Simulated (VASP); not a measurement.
# HgTe (Coloradoite) (F-43m) in VASP: further runs

The runs below take HgTe (Coloradoite) through single point, with revPBE, BLYP+D3(BJ).

Program: VASP 6.6.1. These are calculated values, not measurements. Logs are shortened: lines on timing, memory, paths and dates and some standing lists are left out, and cuts for length are marked.

## 1. The cell of the first run

Symmetry: F-43m, No. 216, cubic system. The conventional cell has a = 6.429 Å, b = 6.429 Å, c = 6.429 Å, α = 90.00°, β = 90.00°, γ = 90.00°. Hg (site symmetry -43m) has 4 Te at 2.78 Å within 3.7 Å. Te (site symmetry -43m) has 4 Hg at 2.78 Å within 3.7 Å.

## 2. Single point, revPBE

File INCAR:

```
SYSTEM = HgTe
PREC = Accurate
ENCUT = 520
EDIFF = 1E-6
ISMEAR = -1
SIGMA = 0.05
LREAL = .False.
LASPH = .True.
NELM = 80
ALGO = Normal
ISIF = 2
LWAVE = .False.
LCHARG = .True.
GGA = RE
LELF = .True.
LVHAR = .True.
NBANDS = 16
```

File KPOINTS:

```
regular mesh
0
Gamma
  7 7 7
  0 0 0
```

File POSCAR:

```
HgTe
1.0
    0.0000000000      3.2145000000      3.2145000000
    3.2145000000      0.0000000000      3.2145000000
    3.2145000000      3.2145000000      0.0000000000
Hg Te
1 1
Direct
    0.0000000000      0.0000000000      0.0000000000
    0.7500000000      0.7500000000      0.7500000000
```

Potentials or basis: VASP PAW PBE potentials, release 64 (Hg, Te).

Command:

```console
cat potpaw_PBE.64/Hg/POTCAR potpaw_PBE.64/Te/POTCAR > POTCAR
mpirun -np 1 vasp_std > vasp.out
```

OUTCAR:

```text
SYSTEM = HgTe
   PREC = Accurate
   ENCUT = 520
   EDIFF = 1E-6
   ISMEAR = -1
   LREAL = .False.
   LASPH = .True.
   NELM = 80
   ISIF = 2
   GGA = RE

 ion  position               nearest neighbor table
   1  0.000  0.000  0.000-   2 2.78   2 2.78   2 2.78   2 2.78
   2  0.750  0.750  0.750-   1 2.78   1 2.78   1 2.78   1 2.78

  LATTYP: Found a face centered cubic cell.
 ALAT       =     6.4290000000

  Lattice vectors:

 A1 = (   0.0000000000,   3.2145000000,   3.2145000000)
 A2 = (   3.2145000000,   0.0000000000,   3.2145000000)
 A3 = (   3.2145000000,   3.2145000000,   0.0000000000)

Analysis of symmetry for initial positions (statically):
=====================================================================
 Subroutine PRICEL returns:
 Original cell was already a primitive cell.

 Routine SETGRP: Setting up the symmetry group for a
 face centered cubic supercell.

 Subroutine GETGRP returns: Found 24 space group operations
 (whereof 24 operations were pure point group operations)
 out of a pool of 48 trial point group operations.

The static configuration has the point symmetry T_d .

Analysis of symmetry for dynamics (positions and initial velocities):
=====================================================================
 Subroutine PRICEL returns:
 Original cell was already a primitive cell.

 Routine SETGRP: Setting up the symmetry group for a
 face centered cubic supercell.

 Subroutine GETGRP returns: Found 24 space group operations
 (whereof 24 operations were pure point group operations)
 out of a pool of 48 trial point group operations.

The dynamic configuration has the point symmetry T_d .

 Subroutine INISYM returns: Found 24 space group operations
 (whereof 24 operations are pure point group operations),
 and found     1 'primitive' translations

----------------------------------------------------------------------------------------

                                     Primitive cell

  volume of cell :      66.4309

  direct lattice vectors                    reciprocal lattice vectors
     0.000000000  3.214500000  3.214500000    -0.155545186  0.155545186  0.155545186
     3.214500000  0.000000000  3.214500000     0.155545186 -0.155545186  0.155545186
     3.214500000  3.214500000  0.000000000     0.155545186  0.155545186 -0.155545186
[... 74 lines left out ...]
   LNONCOLLINEAR =      F non collinear calculations
   LSORBIT =      F    spin-orbit coupling
   LASPH  =      T    aspherical Exc in radial PAW
   ENCUT  =  520.0 eV  38.22 Ry    6.18 a.u.   8.45  8.45  8.45*2*pi/ulx,y,z
   NELM   =     80;   NELMIN=  2; NELMDL= -5     # of ELM steps
   EDIFF  = 0.1E-05   stopping-criterion for ELM
   LREAL  =      F    real-space projection
   EDIFFG = 0.1E-04   stopping-criterion for IOM
   NSW    =      0    number of steps for IOM
   IBRION =     -1    ionic relax: 0-MD 1-quasi-New 2-CG
   NFREE  =      0    steps in history (QN), initial steepest desc. (CG)
   ISIF   =      2    stress and relaxation
   ISYM   =      2    0-nonsym 1-usesym 2-fastsym
   POTIM  = 0.5000    time-step for ionic-motion
   TEBEG  =    0.0;   TEEND  =   0.0 temperature during run
   PSTRESS=    0.0 pullay stress
   NELECT =      18.0000    total number of electrons
   NUPDOWN=      -1.0000    fix difference up-down
   EMIN   =  10.00;   EMAX   =-10.00  energy-range for DOS
   EFERMI =   0.00;   METHOD = LEGACY
   ISMEAR =    -1;   SIGMA  =   0.05  broadening in eV -4-tet -1-fermi 0-gaus
   EFERMI_NEDOS =   21; number of points for ismear=-14 and -15
   IALGO  =     38    algorithm
   IMIX   =      4    mixing-type and parameters
     AMIX     =   0.40;   BMIX     =  1.00
     AMIX_MAG =   1.60;   BMIX_MAG =  1.00
  volume/ion in A,a.u.               =      33.22       224.15
  Fermi-wavevector in a.u.,A,eV,Ry     =   1.059357  2.001894 15.268958  1.122237
  Thomas-Fermi vector in A             =   2.194699
   LORBIT       =      0    0 simple, 1 ext, 2 COOP (PROOUT), +10 PAW based schemes
   GGA     = RE    functional components
   LHFCALC =     F    Hartree Fock is set to
   AEXX    =    0.0000 exact exchange contribution
   IVDW    =     0    specifies the selected vdW correction
   LEPSILON=     F    determine dielectric tensor
   LRPA    =     F    only Hartree local field effects (RPA)
 non-spin polarized calculation
  energy-cutoff  :      520.00
  volume of cell :       66.43
 maximum number of plane-waves:      1808
 NGX is ok and might be reduce to    36
   NGX = 17   NGY = 17   NGZ = 17

 number of electron      18.0000000 magnetization

 Free energy of the ion-electron system (eV)
  ---------------------------------------------------
  ext. energy  EPLUGINS =         0.00000000
  ---------------------------------------------------
  free energy    TOTEN  =        -2.87500234 eV

  energy without entropy =       -2.87431269  energy(sigma->0) =       -2.87465752

 E-fermi :   3.3970     XC(G=0):  -8.6591

 val. band max:        3.3563776442   @ k =   0.0000   0.0000   0.0000
 cond. band min:       4.1459283858   @ k =   0.4286   0.0000   0.0000
 fundamental gap:      0.7895507417
 Fermi energy:         3.3970299748

 k-point     1 :       0.0000    0.0000    0.0000
  band No.  band energies     occupation
      1      -8.7207      2.00000
      2      -4.0996      2.00000
      3      -4.0996      2.00000
      4      -4.0996      2.00000
      5      -3.5527      2.00000
      6      -3.5527      2.00000
[... 357 lines left out ...]
      3      -3.8285      2.00000
      4      -3.6213      2.00000
      5      -3.5654      2.00000
      6      -2.9698      2.00000
[... 8 lines left out ...]
     15      13.5199      0.00000
     16      15.3195      0.00000

------------------------ aborting loop because EDIFF is reached ----------------------------------------

  FORCE on cell =-STRESS in cart. coord.  units (eV):
  Direction    XX          YY          ZZ          XY          YZ          ZX
  --------------------------------------------------------------------------------------
  -------------------------------------------------------------------------------------
  Total        2.4377898      2.4377898      2.4377898     -0.0000000      0.0000000      0.0000000
  in kB       58.7944808     58.7944808     58.7944808     -0.0000000      0.0000000      0.0000000
  external PRESSURE =      58.7944808 kB  Pullay stress =       0.0000000 kB

 VOLUME and BASIS-vectors are now :
 -----------------------------------------------------------------------------
  energy-cutoff  :      520.00
  volume of cell :       66.43
      direct lattice vectors                 reciprocal lattice vectors
     0.000000000  3.214500000  3.214500000    -0.155545186  0.155545186  0.155545186
     3.214500000  0.000000000  3.214500000     0.155545186 -0.155545186  0.155545186
     3.214500000  3.214500000  0.000000000     0.155545186  0.155545186 -0.155545186

 POSITION                                       TOTAL-FORCE (eV/Angst)
 -----------------------------------------------------------------------------------
      0.00000      0.00000      0.00000        -0.000000      0.000000     -0.000000
      4.82175      4.82175      4.82175         0.000000     -0.000000      0.000000
 -----------------------------------------------------------------------------------
    total drift:                                0.000000      0.000000      0.000000

  FREE ENERGIE OF THE ION-ELECTRON SYSTEM (eV)
  ---------------------------------------------------
  free  energy   TOTEN  =        -2.8750023443 eV

  energy  without entropy=       -2.8743126916  energy(sigma->0) =       -2.87465752
```

stdout:

```text
POSCAR found type information on POSCAR HgTe
 POSCAR found :  2 types and       2 ions
 scaLAPACK will be used
 -----------------------------------------------------------------------------
|                                                                             |
|                                                                             |
|     You enforced a specific xc type in the INCAR file but a different       |
|     I HOPE YOU KNOW WHAT YOU ARE DOING!                                     |
|                                                                             |
 -----------------------------------------------------------------------------

 LDA part: xc-table for (Slater+PW92), standard interpolation
 POSCAR, INCAR and KPOINTS ok, starting setup
 FFT: planning ... GRIDC
 FFT: planning ... GRID_SOFT
 FFT: planning ... GRID
 WAVECAR not read
 entering main loop
```

Run time: 14 s. Hardware: 1 thread of AMD EPYC 9R45 (Zen 5), shared host; peak memory 0.18 GiB.

Results:

* Free energy: -2.8750 eV
* Pressure: 5.9 GPa
* Band gap on the k mesh: zero (filled and empty bands touch)

Levels at points of the mesh, in eV from the Fermi level:
```
           k point  band 6  band 7  band 8  band 9  band 10  band 11  band 12  band 13
(0.00, 0.00, 0.00)   -6.95   -0.65   -0.04   -0.04    -0.04     4.19     4.19     4.19
```

Caveat: the PAW data sets were made with another functional, which shifts forces and pressure a little; spin-orbit coupling is left out, which moves the levels of the heavy elements.

## 3. Single point, BLYP+D3(BJ)

File INCAR:

```
AGGAC = 1.0
AGGAX = 1.0
ALDAC = 0.0
ALDAX = 1.0
ALGO = Normal
EDIFF = 1E-6
ENCUT = 520
GGA = B5
ISIF = 2
ISMEAR = -1
IVDW = 12
LASPH = True
LCHARG = True
LELF = True
LREAL = False
LVHAR = True
LWAVE = False
NBANDS = 16
NELM = 100
PREC = Accurate
SIGMA = 0.05
VDW_A1 = 0.4298
VDW_A2 = 4.2359
VDW_S6 = 1.0
VDW_S8 = 2.6996
```

File KPOINTS:

```
k-points
0
Gamma
  7 7 7
```

POSCAR is that of step 2.

Potentials or basis: VASP PAW PBE potentials, release 64 (Hg, Te).

Command:

```console
cat potpaw_PBE.64/Hg/POTCAR potpaw_PBE.64/Te/POTCAR > POTCAR
mpirun -np 1 vasp_std > vasp.out
```

OUTCAR:

```text
EDIFF = 1E-6
   ENCUT = 520
   GGA = B5
   ISIF = 2
   ISMEAR = -1
   IVDW = 12
   LASPH = True
   LREAL = False
   NELM = 100
   PREC = Accurate
 IVDW          = 12

 ion  position               nearest neighbor table
   1  0.000  0.000  0.000-   2 2.78   2 2.78   2 2.78   2 2.78
   2  0.750  0.750  0.750-   1 2.78   1 2.78   1 2.78   1 2.78

  LATTYP: Found a face centered cubic cell.
 ALAT       =     6.4290000000

  Lattice vectors:

 A1 = (   0.0000000000,   3.2145000000,   3.2145000000)
 A2 = (   3.2145000000,   0.0000000000,   3.2145000000)
 A3 = (   3.2145000000,   3.2145000000,   0.0000000000)

Analysis of symmetry for initial positions (statically):
=====================================================================
 Subroutine PRICEL returns:
 Original cell was already a primitive cell.

 Routine SETGRP: Setting up the symmetry group for a
 face centered cubic supercell.

 Subroutine GETGRP returns: Found 24 space group operations
 (whereof 24 operations were pure point group operations)
 out of a pool of 48 trial point group operations.

The static configuration has the point symmetry T_d .

Analysis of symmetry for dynamics (positions and initial velocities):
=====================================================================
 Subroutine PRICEL returns:
 Original cell was already a primitive cell.

 Routine SETGRP: Setting up the symmetry group for a
 face centered cubic supercell.

 Subroutine GETGRP returns: Found 24 space group operations
 (whereof 24 operations were pure point group operations)
 out of a pool of 48 trial point group operations.

The dynamic configuration has the point symmetry T_d .

 Subroutine INISYM returns: Found 24 space group operations
 (whereof 24 operations are pure point group operations),
 and found     1 'primitive' translations

----------------------------------------------------------------------------------------

                                     Primitive cell
[... 104 lines left out ...]
   IMIX   =      4    mixing-type and parameters
     AMIX     =   0.40;   BMIX     =  1.00
     AMIX_MAG =   1.60;   BMIX_MAG =  1.00
  volume/ion in A,a.u.               =      33.22       224.15
  Fermi-wavevector in a.u.,A,eV,Ry     =   1.059357  2.001894 15.268958  1.122237
  Thomas-Fermi vector in A             =   2.194699
   LORBIT       =      0    0 simple, 1 ext, 2 COOP (PROOUT), +10 PAW based schemes
   GGA     = B5    functional components
   LHFCALC =     F    Hartree Fock is set to
   AEXX    =    0.0000 exact exchange contribution
   IVDW    =    12    specifies the selected vdW correction
   LEPSILON=     F    determine dielectric tensor
   LRPA    =     F    only Hartree local field effects (RPA)
 non-spin polarized calculation
  energy-cutoff  :      520.00
  volume of cell :       66.43
 maximum number of plane-waves:      1808
 NGX is ok and might be reduce to    36
   NGX = 17   NGY = 17   NGZ = 17

 number of electron      18.0000000 magnetization

 Free energy of the ion-electron system (eV)
  ---------------------------------------------------
  ext. energy  EPLUGINS =         0.00000000
  ---------------------------------------------------
  free energy    TOTEN  =        -2.41545144 eV

  energy without entropy =       -2.41476014  energy(sigma->0) =       -2.41510579

 E-fermi :   3.7533     XC(G=0):  -8.3064

 val. band max:        3.7125842548   @ k =   0.0000   0.0000   0.0000
 cond. band min:       4.4282325482   @ k =   0.4286   0.0000   0.0000
 fundamental gap:      0.7156482935
 Fermi energy:         3.7533232408

 k-point     1 :       0.0000    0.0000    0.0000
  band No.  band energies     occupation
      1      -8.4080      2.00000
      2      -3.7676      2.00000
      3      -3.7676      2.00000
      4      -3.7676      2.00000
      5      -3.2213      2.00000
      6      -3.2213      2.00000
[... 357 lines left out ...]
      3      -3.4980      2.00000
      4      -3.2918      2.00000
      5      -3.2347      2.00000
      6      -2.6491      2.00000
[... 8 lines left out ...]
     15      13.9200      0.00000
     16      15.6826      0.00000

------------------------ aborting loop because EDIFF is reached ----------------------------------------

 Edisp (eV)   -1.68592

 E8    (eV) :    -1.2606

  FORCE on cell =-STRESS in cart. coord.  units (eV):
  Direction    XX          YY          ZZ          XY          YZ          ZX
  --------------------------------------------------------------------------------------
  -------------------------------------------------------------------------------------
  Total       1.34232     1.34232     1.34232     0.00000     0.00000     0.00000
  in kB      32.37408    32.37408    32.37408     0.00000     0.00000     0.00000
  external pressure =       32.37 kB  Pullay stress =        0.00 kB

 VOLUME and BASIS-vectors are now :
 -----------------------------------------------------------------------------
  energy-cutoff  :      520.00
  volume of cell :       66.43
      direct lattice vectors                 reciprocal lattice vectors
     0.000000000  3.214500000  3.214500000    -0.155545186  0.155545186  0.155545186
     3.214500000  0.000000000  3.214500000     0.155545186 -0.155545186  0.155545186
     3.214500000  3.214500000  0.000000000     0.155545186  0.155545186 -0.155545186

 POSITION                                       TOTAL-FORCE (eV/Angst)
 -----------------------------------------------------------------------------------
      0.00000      0.00000      0.00000        -0.000000     -0.000000     -0.000000
      4.82175      4.82175      4.82175         0.000000      0.000000      0.000000
 -----------------------------------------------------------------------------------
    total drift:                               -0.000000     -0.000000     -0.000000

  FREE ENERGIE OF THE ION-ELECTRON SYSTEM (eV)
  ---------------------------------------------------
  free  energy   TOTEN  =        -4.1013735597 eV

  energy  without entropy=       -4.1006822541  energy(sigma->0) =       -4.10102791
```

OSZICAR:

```text
N       E                     dE             d eps       ncg     rms          rms(c)
DAV:   1     0.107606278461E+03    0.10761E+03   -0.78794E+03   640   0.966E+02
DAV:   2     0.978259766725E+00   -0.10663E+03   -0.98403E+02   736   0.228E+02
DAV:   3    -0.267912696801E+01   -0.36574E+01   -0.36498E+01   800   0.437E+01
DAV:   4    -0.271136353987E+01   -0.32237E-01   -0.32235E-01   952   0.389E+00
DAV:   5    -0.271144551293E+01   -0.81973E-04   -0.81973E-04   824   0.184E-01    0.746E+00
DAV:   6    -0.242351223845E+01    0.28793E+00   -0.58899E-01   752   0.106E+01    0.586E+00
DAV:   7    -0.241654943261E+01    0.69628E-02   -0.12621E-01   752   0.242E+00    0.234E+00
DAV:   8    -0.241550111136E+01    0.10483E-02   -0.10898E-02   720   0.119E+00    0.678E-01
DAV:   9    -0.241542338680E+01    0.77725E-04   -0.73055E-04   784   0.319E-01    0.131E-01
DAV:  10    -0.241544339699E+01   -0.20010E-04   -0.94341E-05   816   0.847E-02    0.676E-02
DAV:  11    -0.241545250688E+01   -0.91099E-05   -0.24901E-05   768   0.373E-02    0.187E-02
DAV:  12    -0.241545141376E+01    0.10931E-05   -0.37846E-06   664   0.134E-02    0.134E-02
DAV:  13    -0.241545144288E+01   -0.29122E-07   -0.20681E-07   392   0.318E-03
   1 F= -.41013736E+01 E0= -.41010279E+01  d E =-.691306E-03
```

Run time: 27 s. Hardware: 1 thread of AMD EPYC 9R45 (Zen 5), shared host; peak memory 0.18 GiB.

What came out:

* Free energy: -4.1014 eV
* Pressure: 3.2 GPa
* Band gap on the k mesh: zero (filled and empty bands touch)
* Dispersion energy per atom: -0.843 eV

Caveat: the PAW data sets were made with another functional, which shifts forces and pressure a little; spin-orbit coupling is left out, which moves the levels of the heavy elements; pairwise dispersion overbinds metals, which lowers pressure and volume.
